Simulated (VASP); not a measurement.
# CaScBO4 (Pnma) in VASP: electric field gradients with PBE

Aim: the electric field gradients of CaScBO4 with PBE.

All numbers are computed with VASP 6.6.1; they aren't measurements. Logs are shortened: lines on timing, memory, paths and dates and some standing lists are left out, and cuts for length are marked.

**1. The cell of the first run**

The structure is orthorhombic, space group Pnma (No. 62). Conventional cell: a = 10.283 Å, b = 3.364 Å, c = 9.432 Å, α = 90.00°, β = 90.00°, γ = 90.00°. Ca (site symmetry m) has 7 O at 2.31 to 2.68 Å and 1 B at 2.97 Å within 3.1 Å. Sc (site symmetry m) has 6 O at 2.07 to 2.25 Å within 2.7 Å. B (site symmetry m) has 3 O at 1.38 to 1.39 Å within 1.8 Å. Within 2.8 Å of O (site symmetry m) lie 3 Sc at 2.07 to 2.09 Å and 1 Ca at 2.32 Å and 3 O at 2.69 to 2.76 Å. Within 1.9 Å of O (site symmetry m) lie 1 B at 1.39 Å. Within 1.9 Å of O (site symmetry m) lie 1 B at 1.39 Å. Within 1.8 Å of O (site symmetry m) lie 1 B at 1.38 Å.

**2. Electric field gradients, PBE**

The input, INCAR:

```
ALGO = Normal
EDIFF = 1E-8
ENCUT = 520
GGA = PE
GGA_COMPAT = F
ISIF = 2
ISMEAR = -1
LASPH = T
LCHARG = F
LEFG = T
LREAL = F
LWAVE = F
NBANDS = 116
NELM = 120
PREC = Accurate
SIGMA = 0.02
```

The input, KPOINTS:

```
k-points
0
Gamma
  2 6 3
```

The input, POSCAR:

```
CaScBO4
1.0
   10.2830000000      0.0000000000      0.0000000000
    0.0000000000      3.3636000000      0.0000000000
    0.0000000000      0.0000000000      9.4320000000
Ca Sc B O
4 4 4 16
Direct
    0.5889948350      0.7500000000      0.8428676670
    0.9110051650      0.2500000000      0.3428676670
    0.0889948350      0.7500000000      0.6571323330
    0.4110051650      0.2500000000      0.1571323330
    0.3914330697      0.2500000000      0.5727319486
    0.1085669303      0.7500000000      0.0727319486
    0.8914330697      0.2500000000      0.9272680514
    0.6085669303      0.7500000000      0.4272680514
    0.3041770714      0.2500000000      0.8646792901
    0.1958229286      0.7500000000      0.3646792901
    0.8041770714      0.2500000000      0.6353207099
    0.6958229286      0.7500000000      0.1353207099
    0.5024678774      0.7500000000      0.6158971537
    0.9975321226      0.2500000000      0.1158971537
    0.0024678774      0.7500000000      0.8841028463
    0.4975321226      0.2500000000      0.3841028463
    0.2426872498      0.2500000000      0.7338129927
    0.2573127502      0.7500000000      0.2338129927
    0.7426872498      0.2500000000      0.7661870073
    0.7573127502      0.7500000000      0.2661870073
    0.2674682458      0.7500000000      0.4897032783
    0.2325317542      0.2500000000      0.9897032783
    0.7674682458      0.7500000000      0.0102967217
    0.7325317542      0.2500000000      0.5102967217
    0.4377395376      0.2500000000      0.8749676639
    0.0622604624      0.7500000000      0.3749676639
    0.9377395376      0.2500000000      0.6250323361
    0.5622604624      0.7500000000      0.1250323361
```

Potentials or basis: VASP PAW PBE potentials, release 64 (Ca_sv, Sc_sv, B, O).

Command:

```
$ cat potpaw_PBE.64/Ca_sv/POTCAR potpaw_PBE.64/Sc_sv/POTCAR potpaw_PBE.64/B/POTCAR potpaw_PBE.64/O/POTCAR > POTCAR
$ mpirun -np 1 vasp_std > vasp.out
```

OUTCAR:

```text
EDIFF = 1E-8
   ENCUT = 520
   GGA = PE
   ISIF = 2
   ISMEAR = -1
   LASPH = T
   LREAL = F
   NELM = 120
   PREC = Accurate

 ion  position               nearest neighbor table
   1  0.589  0.750  0.843-  25 2.31  25 2.31  13 2.32  19 2.42  19 2.42  23 2.42
   2  0.911  0.250  0.343-  26 2.31  26 2.31  14 2.32  20 2.42  20 2.42  24 2.42
   3  0.089  0.750  0.657-  27 2.31  27 2.31  15 2.32  17 2.42  17 2.42  21 2.42
   4  0.411  0.250  0.157-  28 2.31  28 2.31  16 2.32  18 2.42  18 2.42  22 2.42
   5  0.391  0.250  0.573-  13 2.07  13 2.07  16 2.09  17 2.16  21 2.25  21 2.25   8 3.11   8 3.11
[... 13 lines left out ...]
  15  0.002  0.750  0.884-   7 2.07   7 2.07   6 2.09   3 2.32
  16  0.498  0.250  0.384-   8 2.07   8 2.07   5 2.09   4 2.32
  17  0.243  0.250  0.734-   9 1.39   5 2.16   3 2.42   3 2.42
  18  0.257  0.750  0.234-  10 1.39   6 2.16   4 2.42   4 2.42
  19  0.743  0.250  0.766-  11 1.39   7 2.16   1 2.42   1 2.42
  20  0.757  0.750  0.266-  12 1.39   8 2.16   2 2.42   2 2.42
  21  0.267  0.750  0.490-  10 1.39   5 2.25   5 2.25   3 2.42
  22  0.233  0.250  0.990-   9 1.39   6 2.25   6 2.25   4 2.42
  23  0.767  0.750  0.010-  12 1.39   7 2.25   7 2.25   1 2.42
  24  0.733  0.250  0.510-  11 1.39   8 2.25   8 2.25   2 2.42
  25  0.438  0.250  0.875-   9 1.38   1 2.31   1 2.31
  26  0.062  0.750  0.375-  10 1.38   2 2.31   2 2.31
  27  0.938  0.250  0.625-  11 1.38   3 2.31   3 2.31
  28  0.562  0.750  0.125-  12 1.38   4 2.31   4 2.31

  LATTYP: Found a simple orthorhombic cell.
 ALAT       =     3.3636000000
 B/A-ratio  =     2.8041384231
 C/A-ratio  =     3.0571411583

  Lattice vectors:

 A1 = (   0.0000000000,   3.3636000000,   0.0000000000)
 A2 = (   0.0000000000,   0.0000000000,   9.4320000000)
 A3 = (  10.2830000000,   0.0000000000,   0.0000000000)

Analysis of symmetry for initial positions (statically):
=====================================================================
 Subroutine PRICEL returns:
 Original cell was already a primitive cell.

 Routine SETGRP: Setting up the symmetry group for a
 simple orthorhombic supercell.

 Subroutine GETGRP returns: Found  8 space group operations
 (whereof  2 operations were pure point group operations)
 out of a pool of  8 trial point group operations.

The static configuration has the point symmetry S_2 .
 The point group associated with its full space group is D_2h.

Analysis of symmetry for dynamics (positions and initial velocities):
=====================================================================
 Subroutine PRICEL returns:
 Original cell was already a primitive cell.

 Routine SETGRP: Setting up the symmetry group for a
 simple orthorhombic supercell.

 Subroutine GETGRP returns: Found  8 space group operations
 (whereof  2 operations were pure point group operations)
 out of a pool of  8 trial point group operations.

The dynamic configuration has the point symmetry S_2 .
 The point group associated with its full space group is D_2h.

 Subroutine INISYM returns: Found  8 space group operations
 (whereof  2 operations are pure point group operations),
 and found     1 'primitive' translations

----------------------------------------------------------------------------------------

                                     Primitive cell

  volume of cell :     326.2331

  direct lattice vectors                    reciprocal lattice vectors
    10.283000000  0.000000000  0.000000000     0.097247885  0.000000000  0.000000000
     0.000000000  3.363600000  0.000000000     0.000000000  0.297300511  0.000000000
     0.000000000  0.000000000  9.432000000     0.000000000  0.000000000  0.106022053

  length of vectors
    10.283000000  3.363600000  9.432000000     0.097247885  0.297300511  0.106022053

  position of ions in fractional coordinates (direct lattice)
     0.588994835  0.750000000  0.842867667
[... 124 lines left out ...]
   NSW    =      0    number of steps for IOM
   IBRION =     -1    ionic relax: 0-MD 1-quasi-New 2-CG
   NFREE  =      0    steps in history (QN), initial steepest desc. (CG)
   ISIF   =      2    stress and relaxation
   ISYM   =      2    0-nonsym 1-usesym 2-fastsym
   POTIM  = 0.5000    time-step for ionic-motion
   TEBEG  =    0.0;   TEEND  =   0.0 temperature during run
   PSTRESS=    0.0 pullay stress
   NELECT =     192.0000    total number of electrons
   NUPDOWN=      -1.0000    fix difference up-down
   EMIN   =  10.00;   EMAX   =-10.00  energy-range for DOS
   EFERMI =   0.00;   METHOD = LEGACY
   ISMEAR =    -1;   SIGMA  =   0.02  broadening in eV -4-tet -1-fermi 0-gaus
   EFERMI_NEDOS =   21; number of points for ismear=-14 and -15
   IALGO  =     38    algorithm
   IMIX   =      4    mixing-type and parameters
     AMIX     =   0.40;   BMIX     =  1.00
     AMIX_MAG =   1.60;   BMIX_MAG =  1.00
  volume/ion in A,a.u.               =      11.65        78.63
  Fermi-wavevector in a.u.,A,eV,Ry     =   1.371932  2.592576 25.608850  1.882197
  Thomas-Fermi vector in A             =   2.497584
   LORBIT       =      0    0 simple, 1 ext, 2 COOP (PROOUT), +10 PAW based schemes
   GGA     = PE    functional components
   LHFCALC =     F    Hartree Fock is set to
   AEXX    =    0.0000 exact exchange contribution
   IVDW    =     0    specifies the selected vdW correction
   LEPSILON=     F    determine dielectric tensor
   LRPA    =     F    only Hartree local field effects (RPA)
 non-spin polarized calculation
  energy-cutoff  :      520.00
  volume of cell :      326.23
 maximum number of plane-waves:      8826
 NGX is ok and might be reduce to    80
   NGX = 39   NGY = 13   NGZ = 35

 number of electron     192.0000051 magnetization

 Free energy of the ion-electron system (eV)
  ---------------------------------------------------
  ext. energy  EPLUGINS =         0.00000000
  ---------------------------------------------------
  free energy    TOTEN  =      -225.83477277 eV

  energy without entropy =     -225.83477277  energy(sigma->0) =     -225.83477277

 E-fermi :   2.6165     XC(G=0): -10.3851

 val. band max:        2.1365920729   @ k =   0.0000   0.0000   0.0000
 cond. band min:       6.4038383189   @ k =   0.0000   0.0000   0.0000
 fundamental gap:      4.2672462459
 Fermi energy:         2.6165074848

 k-point     1 :       0.0000    0.0000    0.0000
  band No.  band energies     occupation
      1     -45.3842      2.00000
      2     -45.3842      2.00000
      3     -45.3403      2.00000
      4     -45.3403      2.00000
      5     -35.5241      2.00000
      6     -35.5241      2.00000
[... 1765 lines left out ...]
    107       7.5871      0.00000
    108       7.5871      0.00000
 [bands above 108 left out]

------------------------ aborting loop because EDIFF is reached ----------------------------------------

  FORCE on cell =-STRESS in cart. coord.  units (eV):
  Direction    XX          YY          ZZ          XY          YZ          ZX
  --------------------------------------------------------------------------------------
  -------------------------------------------------------------------------------------
  Total        5.6865804      4.6041489      5.5700109      0.0000000      0.0000000      0.0000000
  in kB       27.9276116     22.6116351     27.3551220      0.0000000      0.0000000      0.0000000
  external PRESSURE =      25.9647896 kB  Pullay stress =       0.0000000 kB

 VOLUME and BASIS-vectors are now :
 -----------------------------------------------------------------------------
  energy-cutoff  :      520.00
  volume of cell :      326.23
      direct lattice vectors                 reciprocal lattice vectors
    10.283000000  0.000000000  0.000000000     0.097247885  0.000000000  0.000000000
     0.000000000  3.363600000  0.000000000     0.000000000  0.297300511  0.000000000
     0.000000000  0.000000000  9.432000000     0.000000000  0.000000000  0.106022053

 POSITION                                       TOTAL-FORCE (eV/Angst)
 -----------------------------------------------------------------------------------
      6.05663      2.52270      7.94993         0.018111      0.000000      0.010827
      9.36787      0.84090      3.23393        -0.018111      0.000000      0.010827
      0.91513      2.52270      6.19807         0.018111      0.000000     -0.010827
      4.22637      0.84090      1.48207        -0.018111      0.000000     -0.010827
      4.02511      0.84090      5.40201        -0.051345     -0.000000      0.021337
      1.11639      2.52270      0.68601         0.051345     -0.000000      0.021337
[... 20 lines left out ...]
      9.64278      0.84090      5.89530         0.039858      0.000000     -0.004154
      5.78172      2.52270      1.17930        -0.039858      0.000000     -0.004154
 -----------------------------------------------------------------------------------
    total drift:                                0.000000     -0.000000      0.000000

  FREE ENERGIE OF THE ION-ELECTRON SYSTEM (eV)
  ---------------------------------------------------
  free  energy   TOTEN  =      -225.8347727729 eV

  energy  without entropy=     -225.8347727729  energy(sigma->0) =     -225.83477277

 Electric field gradients (V/A^2)
---------------------------------------------------------------------
 ion       V_xx      V_yy      V_zz      V_xy      V_xz      V_yz
---------------------------------------------------------------------
   1     -20.530    13.113     7.418     0.000   -10.760     0.000
   2     -20.530    13.113     7.418     0.000    10.760     0.000
   3     -20.530    13.113     7.418     0.000    10.760     0.000
   4     -20.530    13.113     7.418     0.000   -10.760    -0.000
   5       0.459   -22.259    21.800     0.000    38.520    -0.000
   6       0.459   -22.259    21.800    -0.000   -38.520     0.000
[... 20 lines left out ...]
  27      47.340    -1.803   -45.537     0.000    -8.247    -0.000
  28      47.340    -1.803   -45.537     0.000     8.247    -0.000
---------------------------------------------------------------------

 Electric field gradients after diagonalization (V/A^2)
 (convention: |V_zz| > |V_xx| > |V_yy|)
----------------------------------------------------------------------
 ion       V_xx      V_yy      V_zz     asymmetry (V_yy - V_xx)/ V_zz
----------------------------------------------------------------------
   1      13.113    11.080   -24.192       0.084
   2      13.113    11.080   -24.192       0.084
   3      13.113    11.080   -24.192       0.084
   4      13.113    11.080   -24.192       0.084
   5     -28.841   -22.259    51.100       0.129
   6     -28.841   -22.259    51.100       0.129
[... 20 lines left out ...]
  27     -46.264    -1.803    48.067       0.925
  28     -46.264    -1.803    48.067       0.925
----------------------------------------------------------------------

           NMR quadrupolar parameters

 Cq : quadrupolar parameter    Cq=e*Q*V_zz/h
 eta: asymmetry parameters     (V_yy - V_xx)/ V_zz
 Q  : nuclear electric quadrupole moment in mb (millibarn)
----------------------------------------------------------------------
 ion       Cq(MHz)       eta       Q (mb)
----------------------------------------------------------------------
   1      -0.058       0.084       1.000
   2      -0.058       0.084       1.000
   3      -0.058       0.084       1.000
   4      -0.058       0.084       1.000
   5       0.124       0.129       1.000
   6       0.124       0.129       1.000
[... 20 lines left out ...]
  27       0.116       0.925       1.000
  28       0.116       0.925       1.000
----------------------------------------------------------------------
```

Run time: 57 min. Hardware: 1 thread of Intel Xeon 8259CL, shared host; peak memory 0.71 GiB.

Results:

| Quantity | Value |
| --- | --- |
| Free energy | -225.8348 eV |
| Pressure | 2.6 GPa |
| Largest force | 0.057 eV/Å |
| Band gap on the k mesh | 4.27 eV |
| Largest electric field gradient by atom | Ca -24.2; Sc +51.1; B +32.9; O -6.0, +50.3, -67.1, +48.1 (each value once) V/Å² |

Forces in eV/Å, atoms in the order of the input:
```
Ca   0.018  0.000  0.011
Ca  -0.018  0.000  0.011
Ca   0.018  0.000 -0.011
Ca  -0.018  0.000 -0.011
Sc  -0.051  0.000  0.021
Sc   0.051  0.000  0.021
Sc  -0.051  0.000 -0.021
Sc   0.051  0.000 -0.021
B   -0.019  0.000  0.003
B    0.019  0.000  0.003
B   -0.019  0.000 -0.003
B    0.019  0.000 -0.003
O    0.030  0.000  0.049
O   -0.030  0.000  0.049
O    0.030  0.000 -0.049
O   -0.030  0.000 -0.049
O   -0.037  0.000 -0.020
O    0.037  0.000 -0.020
O   -0.037  0.000  0.020
O    0.037  0.000  0.020
O    0.022  0.000  0.023
O   -0.022  0.000  0.023
O    0.022  0.000 -0.023
O   -0.022  0.000 -0.023
O    0.040  0.000  0.004
O   -0.040  0.000  0.004
O    0.040  0.000 -0.004
O   -0.040  0.000 -0.004
```

Levels at points of the mesh, in eV from the valence-band top:
| k point | band 92 | band 93 | band 94 | band 95 | band 96 | band 97 | band 98 | band 99 | band 100 | band 101 |
| --- | --- | --- | --- | --- | --- | --- | --- | --- | --- | --- |
| (0.00, 0.00, 0.00) | -0.65 | -0.45 | -0.32 | -0.21 | 0.00 | 4.27 | 4.36 | 4.59 | 4.59 | 4.73 |
| (0.50, 0.00, 0.00) | -0.69 | -0.35 | -0.35 | -0.17 | -0.17 | 4.31 | 4.31 | 4.60 | 4.60 | 4.77 |
| (0.00, 0.50, 0.00) | -1.05 | -0.38 | -0.38 | -0.34 | -0.34 | 4.55 | 4.55 | 4.67 | 4.67 | 5.10 |
| (0.50, 0.50, 0.00) | -1.07 | -0.35 | -0.35 | -0.35 | -0.35 | 4.59 | 4.59 | 4.59 | 4.59 | 5.12 |

Electric field gradients, principal values (V/Å²):
| atom | least | middle | greatest (by size) |
| --- | --- | --- | --- |
| 1 Ca | 11.080 | 13.113 | -24.192 |
| 2 Ca | 11.080 | 13.113 | -24.192 |
| 3 Ca | 11.080 | 13.113 | -24.192 |
| 4 Ca | 11.080 | 13.113 | -24.192 |
| 5 Sc | -22.259 | -28.841 | 51.100 |
| 6 Sc | -22.259 | -28.841 | 51.100 |
| 7 Sc | -22.259 | -28.841 | 51.100 |
| 8 Sc | -22.259 | -28.841 | 51.100 |
| 9 B | -15.046 | -17.838 | 32.884 |
| 10 B | -15.046 | -17.838 | 32.884 |
| 11 B | -15.046 | -17.838 | 32.884 |
| 12 B | -15.046 | -17.838 | 32.884 |
| 13 O | 2.443 | 3.602 | -6.045 |
| 14 O | 2.443 | 3.602 | -6.045 |
| 15 O | 2.443 | 3.602 | -6.045 |
| 16 O | 2.443 | 3.602 | -6.045 |
| 17 O | -0.955 | -49.302 | 50.257 |
| 18 O | -0.955 | -49.302 | 50.257 |
| 19 O | -0.955 | -49.302 | 50.257 |
| 20 O | -0.955 | -49.302 | 50.257 |
| 21 O | 19.431 | 47.646 | -67.078 |
| 22 O | 19.431 | 47.646 | -67.078 |
| 23 O | 19.431 | 47.646 | -67.078 |
| 24 O | 19.431 | 47.646 | -67.078 |
| 25 O | -1.803 | -46.264 | 48.067 |
| 26 O | -1.803 | -46.264 | 48.067 |
| 27 O | -1.803 | -46.264 | 48.067 |
| 28 O | -1.803 | -46.264 | 48.067 |

Caveat: without QUAD_EFG the Cq values of the log hold for a quadrupole moment of 1 mb, not for the nuclei. A k mesh can miss the band edges.
